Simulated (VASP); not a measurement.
# Ta2As5 (P6/mmm) in VASP: further runs

Runs on Ta2As5. Level: PBE. Tasks: relaxation of cell and atoms, single point.

All numbers are computed with VASP 6.6.1; they aren't measurements. Logs are shortened: lines on timing, memory, paths and dates and some standing lists are left out, and cuts for length are marked.

## 1. The cell of the first run

The structure is hexagonal, space group P6/mmm (No. 191). The conventional cell has a = 4.482 Å, b = 4.482 Å, c = 10.640 Å, α = 90.00°, β = 90.00°, γ = 120.00°. Ta (site symmetry -6m2) has 3 Ta at 2.59 Å within 3.4 Å. As (site symmetry 3m) has 7 As at 2.53 to 2.88 Å within 3.3 Å. Within 3.8 Å of As (site symmetry 6/mmm) lie 12 As at 2.88 Å.

The cell was generated, and may not be a known phase.

## 2. Relaxation of cell and atoms, PBE

INCAR

```
  PREC = Accurate
  ENCUT = 600
  EDIFF = 1E-6
  ISMEAR = 0
  SIGMA = 0.1
  LREAL = False
  LASPH = True
  NELM = 100
  ALGO = Normal
  ISIF = 3
  LWAVE = False
  LCHARG = False
  GGA = PE
  IBRION = 2
  NSW = 90
  EDIFFG = -0.04
```

KPOINTS

```
Automatic mesh
0
Gamma
  6 6 2
```

POSCAR

```
Ta2As5
1.0
    4.4819784800      0.0000000000      0.0000000000
   -2.2409892400      3.8815072200      0.0000000000
    0.0000000000      0.0000000000     10.6400918700
Ta As
2 5
Direct
    0.3333333300      0.6666666700      0.5000000000
    0.6666666700      0.3333333300      0.5000000000
    0.3333333300      0.6666666700      0.8813187700
    0.3333333300      0.6666666700      0.1186812300
    0.6666666700      0.3333333300      0.1186812300
    0.6666666700      0.3333333300      0.8813187700
    0.0000000000      0.0000000000      0.0000000000
```

Potentials or basis: VASP PAW PBE potentials, release 64 (Ta_pv, As).

On the command line:

```bash
$ cat potpaw_PBE.64/Ta_pv/POTCAR potpaw_PBE.64/As/POTCAR > POTCAR
$ mpirun -np 1 vasp_std > vasp.out
```

OUTCAR:

```text
PREC = Accurate
   ENCUT = 600
   EDIFF = 1E-6
   ISMEAR = 0
   LREAL = False
   LASPH = True
   NELM = 100
   ISIF = 3
   GGA = PE
   IBRION = 2
   NSW = 90
   EDIFFG = -0.04

 ion  position               nearest neighbor table
   1  0.333  0.667  0.500-   2 2.59   2 2.59   2 2.59
   2  0.667  0.333  0.500-   1 2.59   1 2.59   1 2.59
   3  0.333  0.667  0.881-   4 2.53   6 2.59   6 2.59   6 2.59   7 2.88   7 2.88   7 2.88
   4  0.333  0.667  0.119-   3 2.53   5 2.59   5 2.59   5 2.59   7 2.88   7 2.88   7 2.88
   5  0.667  0.333  0.119-   6 2.53   4 2.59   4 2.59   4 2.59   7 2.88   7 2.88   7 2.88
   6  0.667  0.333  0.881-   5 2.53   3 2.59   3 2.59   3 2.59   7 2.88   7 2.88   7 2.88
   7  0.000  0.000  0.000-   3 2.88   4 2.88   5 2.88   6 2.88   3 2.88   4 2.88   5 2.88   6 2.88
                             5 2.88   6 2.88   3 2.88   4 2.88

  LATTYP: Found a hexagonal cell.
 ALAT       =     4.4819784800
 C/A-ratio  =     2.3739721013

  Lattice vectors:

 A1 = (   4.4819784800,   0.0000000000,   0.0000000000)
 A2 = (  -2.2409892400,   3.8815072200,   0.0000000000)
 A3 = (   0.0000000000,   0.0000000000,  10.6400918700)

Analysis of symmetry for initial positions (statically):
=====================================================================
 Subroutine PRICEL returns:
 Original cell was already a primitive cell.

 Routine SETGRP: Setting up the symmetry group for a
 hexagonal supercell.

 Subroutine GETGRP returns: Found 24 space group operations
 (whereof 24 operations were pure point group operations)
 out of a pool of 24 trial point group operations.

The static configuration has the point symmetry D_6h.

Analysis of symmetry for dynamics (positions and initial velocities):
=====================================================================
 Subroutine PRICEL returns:
 Original cell was already a primitive cell.

 Routine SETGRP: Setting up the symmetry group for a
 hexagonal supercell.

 Subroutine GETGRP returns: Found 24 space group operations
 (whereof 24 operations were pure point group operations)
 out of a pool of 24 trial point group operations.

The dynamic configuration has the point symmetry D_6h.

 Subroutine INISYM returns: Found 24 space group operations
 (whereof 24 operations are pure point group operations),
 and found     1 'primitive' translations

----------------------------------------------------------------------------------------

                                     Primitive cell

  volume of cell :     185.1039

  direct lattice vectors                    reciprocal lattice vectors
     4.481978480  0.000000000  0.000000000     0.223115752  0.128815940  0.000000000
    -2.240989240  3.881507220  0.000000000     0.000000000  0.257631879  0.000000000
     0.000000000  0.000000000 10.640091870     0.000000000  0.000000000  0.093984151

  length of vectors
     4.481978480  4.481978477 10.640091870     0.257631879  0.257631879  0.093984151

  position of ions in fractional coordinates (direct lattice)
     0.333333330  0.666666670  0.500000000
     0.666666670  0.333333330  0.500000000
     0.333333330  0.666666670  0.881318770
     0.333333330  0.666666670  0.118681230
     0.666666670  0.333333330  0.118681230
     0.666666670  0.333333330  0.881318770
     0.000000000  0.000000000  0.000000000

  ion indices of the primitive-cell ions
   primitive index   ion index
                 1           1
                 2           2
                 3           3
                 4           4
                 5           5
                 6           6
                 7           7

----------------------------------------------------------------------------------------

 KPOINTS: Automatic mesh

Automatic generation of k-mesh.
 Grid dimensions read from file:
 generate k-points for:    6    6    2

 Generating k-lattice:

  Cartesian coordinates                     Fractional coordinates (reciprocal lattice)
     0.037185959  0.021469323  0.000000000     0.166666667  0.000000000  0.000000000
     0.000000000  0.042938647  0.000000000     0.000000000  0.166666667  0.000000000
     0.000000000  0.000000000  0.046992075     0.000000000  0.000000000  0.500000000

  Length of vectors
     0.042938647  0.042938647  0.046992075

  Shift w.r.t. Gamma in fractional coordinates (k-lattice)
     0.000000000  0.000000000  0.000000000

 Subroutine IBZKPT returns following result:
 ===========================================

 Found     14 irreducible k-points:

 Following reciprocal coordinates:
            Coordinates               Weight
  0.000000  0.000000  0.000000      1.000000
  0.166667 -0.000000  0.000000      6.000000
  0.333333  0.000000  0.000000      6.000000
  0.500000  0.000000  0.000000      3.000000
  0.166667  0.166667  0.000000      6.000000
  0.333333  0.166667  0.000000     12.000000
  0.333333  0.333333  0.000000      2.000000
  0.000000  0.000000  0.500000      1.000000
  0.166667 -0.000000  0.500000      6.000000
  0.333333  0.000000  0.500000      6.000000
  0.500000  0.000000  0.500000      3.000000
  0.166667  0.166667  0.500000      6.000000
  0.333333  0.166667  0.500000     12.000000
  0.333333  0.333333  0.500000      2.000000
   k-points           NKPTS =     14   k-points in BZ     NKDIM =     14   number of bands    NBANDS=     28
   number of dos      NEDOS =    301   number of ions     NIONS =      7
   total plane-waves  NPLWV = 116640
   dimension x,y,z NGX =    36 NGY =   36 NGZ =   90
   dimension x,y,z NGXF=    72 NGYF=   72 NGZF=  180
   ions per type =               2   5
   NGX,Y,Z   is equivalent  to a cutoff of  13.35, 13.35, 14.06 a.u.
   NGXF,Y,Z  is equivalent  to a cutoff of  26.71, 26.71, 28.12 a.u.
 SYSTEM =  unknown system
   PREC   = accura    normal or accurate (medium, high low for compatibility)
   ISTART =      0    job   : 0-new  1-cont  2-samecut
   ICHARG =      2    charge: 1-file 2-atom 10-const
   ISPIN  =      1    spin polarized calculation?
   LNONCOLLINEAR =      F non collinear calculations
   LSORBIT =      F    spin-orbit coupling
   LASPH  =      T    aspherical Exc in radial PAW
   ENCUT  =  600.0 eV  44.10 Ry    6.64 a.u.   8.95  8.95 21.25*2*pi/ulx,y,z
   NELM   =    100;   NELMIN=  2; NELMDL= -5     # of ELM steps
   EDIFF  = 0.1E-05   stopping-criterion for ELM
   LREAL  =      F    real-space projection
   EDIFFG = -.4E-01   stopping-criterion for IOM
   NSW    =     90    number of steps for IOM
   IBRION =      2    ionic relax: 0-MD 1-quasi-New 2-CG
   NFREE  =      1    steps in history (QN), initial steepest desc. (CG)
   ISIF   =      3    stress and relaxation
   ISYM   =      2    0-nonsym 1-usesym 2-fastsym
   POTIM  = 0.5000    time-step for ionic-motion
   TEBEG  =    0.0;   TEEND  =   0.0 temperature during run
   PSTRESS=    0.0 pullay stress
   NELECT =      47.0000    total number of electrons
   NUPDOWN=      -1.0000    fix difference up-down
   EMIN   =  10.00;   EMAX   =-10.00  energy-range for DOS
   EFERMI =   0.00;   METHOD = LEGACY
   ISMEAR =     0;   SIGMA  =   0.10  broadening in eV -4-tet -1-fermi 0-gaus
   EFERMI_NEDOS =   21; number of points for ismear=-14 and -15
   IALGO  =     38    algorithm
   IMIX   =      4    mixing-type and parameters
     AMIX     =   0.40;   BMIX     =  1.00
     AMIX_MAG =   1.60;   BMIX_MAG =  1.00
  volume/ion in A,a.u.               =      26.44       178.45
  Fermi-wavevector in a.u.,A,eV,Ry     =   1.036658  1.959000 14.621641  1.074660
  Thomas-Fermi vector in A             =   2.171059
   LORBIT       =      0    0 simple, 1 ext, 2 COOP (PROOUT), +10 PAW based schemes
   GGA     = PE    functional components
   LHFCALC =     F    Hartree Fock is set to
   AEXX    =    0.0000 exact exchange contribution
   IVDW    =     0    specifies the selected vdW correction
   LEPSILON=     F    determine dielectric tensor
   LRPA    =     F    only Hartree local field effects (RPA)
 conjugate gradient relaxation of ions
 non-spin polarized calculation
 Gauss-broadening in eV      SIGMA  =   0.10
  energy-cutoff  :      600.00
  volume of cell :      185.10
 maximum number of plane-waves:      6204
 NGX is ok and might be reduce to    36
   NGX = 17   NGY = 17   NGZ = 43

--------------------------------------- Ionic step        1  -------------------------------------------

 number of electron      46.9999998 magnetization

 Free energy of the ion-electron system (eV)
  ---------------------------------------------------
  ext. energy  EPLUGINS =         0.00000000
  ---------------------------------------------------
  free energy    TOTEN  =       -36.87447482 eV

  energy without entropy =      -36.80636791  energy(sigma->0) =      -36.84042136

------------------------ aborting loop because EDIFF is reached ----------------------------------------

  FORCE on cell =-STRESS in cart. coord.  units (eV):
  Direction    XX          YY          ZZ          XY          YZ          ZX
  --------------------------------------------------------------------------------------
  -------------------------------------------------------------------------------------
  Total        9.1014100      9.1014100     -0.3296883      0.0000000     -0.0000000     -0.0000000
  in kB       78.7777761     78.7777760     -2.8536362      0.0000000     -0.0000000     -0.0000000
  external PRESSURE =      51.5673053 kB  Pullay stress =       0.0000000 kB
[... 104 lines left out ...]
  FREE ENERGIE OF THE ION-ELECTRON SYSTEM (eV)
  ---------------------------------------------------
  free  energy   TOTEN  =       -37.3363389147 eV

  energy  without entropy=      -37.2690945112  energy(sigma->0) =      -37.30271671

 E-fermi :   3.9643     XC(G=0):  -9.8988

 val. band max:        3.9597951544   @ k =   0.1667  -0.0000   0.0000
 cond. band min:       3.9687275308   @ k =   0.0000   0.0000   0.5000
 fundamental gap:      0.0089323763
 Fermi energy:         3.9643487391

 k-point     1 :       0.0000    0.0000    0.0000
  band No.  band energies     occupation
      1     -30.5244      2.00000
      2     -30.5000      2.00000
      3     -30.5000      2.00000
      4     -30.3825      2.00000
      5     -29.9331      2.00000
      6     -29.9331      2.00000
[... 423 lines left out ...]
     27       5.0340      0.00000
     28       5.0340      0.00000

 E-fermi :   4.5605     XC(G=0): -10.2108

 val. band max:        4.5125579556   @ k =   0.0000   0.0000   0.5000
 cond. band min:       4.5797708372   @ k =   0.5000   0.0000   0.0000
 fundamental gap:      0.0672128816
 Fermi energy:         4.5605275271

 k-point     1 :       0.0000    0.0000    0.0000
  band No.  band energies     occupation
      1     -29.7208      2.00000
      2     -29.7208      2.00000
      3     -29.5797      2.00000
      4     -29.3063      2.00000
      5     -28.7139      2.00000
      6     -28.7139      2.00000
[... 423 lines left out ...]
     27       6.1302      0.00000
     28       6.1302      0.00000

[... ionic steps 4 to 34 ...]

--------------------------------------- Ionic step       35  -------------------------------------------

 number of electron      47.0000000 magnetization

------------------------ aborting loop because EDIFF is reached ----------------------------------------

  FORCE on cell =-STRESS in cart. coord.  units (eV):
  Direction    XX          YY          ZZ          XY          YZ          ZX
  --------------------------------------------------------------------------------------
  -------------------------------------------------------------------------------------
  Total       -0.2597146     -0.2597146      0.6860011      0.0000000     -0.0000000      0.0000000
  in kB       -2.6274234     -2.6274234      6.9399847      0.0000000     -0.0000000      0.0000000
  external PRESSURE =       0.5617127 kB  Pullay stress =       0.0000000 kB
[... 67 lines left out ...]
  energy  without entropy=      -41.5818023648  energy(sigma->0) =      -41.59677024

--------------------------------------- Ionic step       37  -------------------------------------------

 number of electron      47.0000002 magnetization

 Free energy of the ion-electron system (eV)
  ---------------------------------------------------
  ext. energy  EPLUGINS =         0.00000000
  ---------------------------------------------------
  free energy    TOTEN  =       -41.61326511 eV

  energy without entropy =      -41.58474676  energy(sigma->0) =      -41.59900594

 E-fermi :   4.4844     XC(G=0): -10.1762

 val. band max:        4.4697384525   @ k =   0.5000   0.0000   0.0000
 cond. band min:       4.5238709600   @ k =   0.3333   0.3333   0.0000
 fundamental gap:      0.0541325075
 Fermi energy:         4.4843858727

 k-point     1 :       0.0000    0.0000    0.0000
  band No.  band energies     occupation
      1     -29.7992      2.00000
      2     -29.7992      2.00000
      3     -29.6703      2.00000
      4     -29.3987      2.00000
      5     -28.7994      2.00000
      6     -28.7994      2.00000
[... 457 lines left out ...]
  FREE ENERGIE OF THE ION-ELECTRON SYSTEM (eV)
  ---------------------------------------------------
  free  energy   TOTEN  =       -41.6132651120 eV

  energy  without entropy=      -41.5847467645  energy(sigma->0) =      -41.59900594

 reached required accuracy - stopping structural energy minimisation
```

Run time: 28 min. Hardware: 1 thread of Intel Xeon Platinum 8488C (Sapphire Rapids), shared host; peak memory 0.42 GiB.

Results:

```yaml
Free_energy: -41.6133 eV
Relaxed_volume: 22.65 Å³/atom
Relaxed_cell: a = 4.591 Å, b = 4.591 Å, c = 8.685 Å, α = 90.00°, β = 90.00°, γ = 120.00°
Space_group_after_relaxing_to_0.1_Å: P6/mmm (No. 191)
Energy_gained_by_relaxing: 677.0 meV/atom
Ionic_steps: 37
Pressure_after_relaxing: 0.1 GPa
Largest_force_after_relaxing: 0.005 eV/Å
Band_gap_on_the_k_mesh: zero (an odd number of electrons rules out a gap without spin polarisation)
```

Forces on the atoms (eV/Å):
```
Ta   0.000  0.000  0.000
Ta   0.000  0.000  0.000
As   0.000  0.000 -0.005
As   0.000  0.000  0.005
As   0.000  0.000  0.005
As   0.000  0.000 -0.005
As   0.000  0.000  0.000
```

The path:
```csv
step,energy change (eV),largest force (eV/Å),pressure (GPa),volume (Å³)
1,0.0000,1.3661,5.16,185.10
2,-0.3547,0.1245,-4.86,208.58
3,-0.4619,0.4736,-2.09,200.27
4,-0.7402,0.7351,-2.37,194.43
5,-1.8389,1.6532,-2.32,176.28
6,-0.2543,1.9283,25.60,137.18
7,-1.8525,2.9734,0.25,169.01
8,-2.3043,4.3813,5.98,153.40
9,-1.9397,4.4617,12.64,145.37
10,-2.2500,4.4365,7.85,150.57
11,-2.1926,4.4575,9.18,148.83
12,-2.2130,4.3508,9.38,148.50
13,-2.2502,4.0246,10.09,147.50
14,-2.1968,3.3004,12.09,145.48
15,-2.2489,3.8741,10.52,147.00
16,-2.2952,3.7656,10.25,147.22
17,-2.4267,3.4636,9.44,147.86
18,-2.6603,2.9842,8.02,149.16
19,-3.0466,2.3861,5.74,151.76
20,-3.5720,1.3910,1.54,157.04
21,-3.9543,0.9447,-3.34,167.85
22,-3.9902,0.8930,-4.54,171.15
23,-4.1098,0.7978,-3.79,168.84
24,-4.3584,0.4767,-1.10,162.01
25,-4.4267,0.1321,5.98,148.73
26,-4.4646,0.1834,2.58,154.35
27,-4.6037,0.2062,1.87,154.61
28,-4.6867,0.2011,1.53,154.79
29,-4.6252,0.2343,1.92,154.85
30,-4.7039,0.2196,1.50,154.85
31,-4.7043,0.2247,1.52,154.85
32,-4.7248,0.2060,0.22,157.40
33,-4.7272,0.1990,-0.37,158.68
34,-4.7321,0.1319,-0.19,158.54
35,-4.7345,0.0439,0.06,158.37
36,-4.7373,0.0289,0.07,158.44
37,-4.7388,0.0047,0.10,158.53
```

Final structure:
```cif
data_structure
_symmetry_space_group_name_H-M 'P 1'
_symmetry_Int_Tables_number 1
_cell_length_a 4.5910
_cell_length_b 4.5910
_cell_length_c 8.6848
_cell_angle_alpha 90.000
_cell_angle_beta 90.000
_cell_angle_gamma 120.000
_cell_volume 158.53
loop_
_atom_site_label
_atom_site_type_symbol
_atom_site_fract_x
_atom_site_fract_y
_atom_site_fract_z
_atom_site_occupancy
Ta1 Ta 0.33333 0.66667 0.50000 1
Ta2 Ta 0.66667 0.33333 0.50000 1
As1 As 0.33333 0.66667 0.80861 1
As2 As 0.33333 0.66667 0.19139 1
As3 As 0.66667 0.33333 0.19139 1
As4 As 0.66667 0.33333 0.80861 1
As5 As 0.00000 0.00000 0.00000 1
```

Levels at points of the mesh, in eV from the Fermi level:
```tsv
k point	band 20	band 21	band 22	band 23	band 24	band 25	band 26	band 27
(0.00, 0.00, 0.00)	-2.56	-1.41	0.14	0.24	0.24	0.29	0.29	0.45
(0.50, 0.00, 0.00)	-1.45	-1.26	-0.62	-0.28	-0.01	0.94	0.94	1.38
(0.00, 0.00, 0.50)	-2.56	-0.07	-0.07	-0.02	-0.02	0.08	0.16	1.13
(0.50, 0.00, 0.50)	-1.40	-1.15	-1.10	-0.58	0.50	0.85	0.93	1.21
```

Caveat: a cell axis changed by over 15 % at a fixed basis, so the end point is rough; spin-orbit coupling is left out, which moves the levels of the heavy elements.

## 3. Single point, PBE

This run uses another cell than the first one, of 22.73 Å³/atom.

INCAR

```
SYSTEM = Ta2As5
PREC = Accurate
ENCUT = 520
EDIFF = 1E-7
ISMEAR = 0
SIGMA = 0.1
LREAL = .False.
LASPH = .True.
NELM = 100
ALGO = Normal
ISIF = 2
LWAVE = .False.
LCHARG = .False.
GGA = PE
NBANDS = 32
```

KPOINTS

```
regular mesh
0
Gamma
  12 12 6
  0 0 0
```

POSCAR

```
Ta2As5
1.0
    4.6251861720      0.0000000000      0.0000000000
   -2.3125930860      4.0055287221      0.0000000000
    0.0000000000      0.0000000000      8.5866064814
Ta As
2 5
Direct
    0.3333333333      0.6666666667      0.5000000000
    0.6666666667      0.3333333333      0.5000000000
    0.3333333333      0.6666666667      0.8080448273
    0.3333333333      0.6666666667      0.1919551727
    0.6666666667      0.3333333333      0.1919551727
    0.6666666667      0.3333333333      0.8080448273
    0.0000000000      0.0000000000      0.0000000000
```

Potentials or basis: VASP PAW PBE potentials, release 64 (Ta_pv, As).

On the command line:

```bash
$ cat potpaw_PBE.64/Ta_pv/POTCAR potpaw_PBE.64/As/POTCAR > POTCAR
$ mpirun -np 1 vasp_std > vasp.out
```

Wall time 4.1 min (1 thread of Intel Xeon Platinum 8488C (Sapphire Rapids), shared host); peak memory 0.48 GiB.

The run converged. Its results:

```yaml
Free_energy: -41.7955 eV
Pressure: 0.1 GPa
Largest_force: 0.015 eV/Å
Band_gap_on_the_k_mesh: zero (an odd number of electrons rules out a gap without spin polarisation)
```

Forces in eV/Å, atoms in the order of the input:
```
Ta   0.000  0.000  0.000
Ta   0.000  0.000  0.000
As   0.000  0.000  0.015
As   0.000  0.000 -0.015
As   0.000  0.000 -0.015
As   0.000  0.000  0.015
As   0.000  0.000  0.000
```

Levels at points of the mesh, in eV from the Fermi level:
```
           k point  band 21  band 22  band 23  band 24  band 25  band 26
(0.00, 0.00, 0.00)    -1.53     0.25     0.26     0.26     0.38     0.38
(0.50, 0.00, 0.00)    -1.26    -0.63    -0.18     0.10     0.96     1.02
(0.00, 0.00, 0.50)    -0.08    -0.08    -0.08     0.03     0.03     0.13
(0.50, 0.00, 0.50)    -1.14    -1.13    -0.58     0.48     0.81     1.05
```

Caveat: spin-orbit coupling is left out, which moves the levels of the heavy elements.

The gap in the log of VASP goes by the Fermi energy; the results here count the filled bands.